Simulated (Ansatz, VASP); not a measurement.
## One calculation of Ru, two programs

```
Ru
1.0
     2.70389    0.00000    0.00000
    -1.35194    2.34164    0.00000
     0.00000    0.00000    4.28168
Ru
2
Direct
  0.33333 0.66667 0.25000
  0.66667 0.33333 0.75000
```

Alike in both runs: task single point; functional PBE; k mesh 10 × 10 × 6; occupations fermi-dirac, width 0.1 eV; no spin polarisation.

|  | VASP | Ansatz |
| --- | --- | --- |
| version | VASP 6.6.1 | Ansatz 0.2.0 |
| potentials or method | VASP PAW PBE potentials, release 64 (Ru_pv), cutoff 520 eV | PAW, plane waves, scalar-relativistic |
| valence electrons in the cell | 28 | 32 |

|  | VASP | Ansatz | Ansatz less VASP |
| --- | --- | --- | --- |
| pressure (GPa) | 5.3 | 5.3 | +0.05 |
| traceless stress, the component that is largest in VASP (GPa) | -2.37 | -2.39 | -0.029 |

The functional is the same, so the differences come from potentials, cutoffs and numerics. VASP's potentials hold 28 valence electrons a cell and Ansatz's 32, so a difference there can come from the potentials and not from the codes.
